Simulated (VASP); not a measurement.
GdO:

```
CELL_PARAMETERS angstrom
0.00000 2.70000 2.70000
2.70000 0.00000 2.70000
2.70000 2.70000 0.00000
ATOMIC_POSITIONS crystal
Gd 0.00000 0.00000 0.00000
O 0.25000 0.25000 0.25000
```

Base run:

- Program: VASP 6.6.1
- Functional: PBE
- Potentials or basis: VASP PAW PBE potentials, release 64 (Gd, O)
- Cutoff: 520 eV
- k mesh: 10 × 10 × 10
- Occupations: fermi-dirac, width 0.1 eV
- Spin: collinear spin, ferromagnetic start
- Starting moments: [9.1, 0.0] μB

Its results: pressure -0.4 GPa; net moment 7.52 μB per cell; site moments Gd +6.84; O -0.02 μB.

Task: The run is repeated on the same cell with these changes: functional from PBE to RPBE; further incar settings from ALGO = Normal; EDIFF = 1e-06; NBANDS = 23 to ALGO = Normal; EDIFF = 1e-07; NBANDS = 23. What comes out?

Result: Pressure 2.3 GPa; net moment 7.63 μB per cell; site moments Gd +6.87; O -0.01 μB.

Caveats: a cell with one magnetic atom can't hold antiferromagnetic order, which such compounds often take; the PAW data sets were made with another functional, which shifts forces and pressure a little (at least some runs).
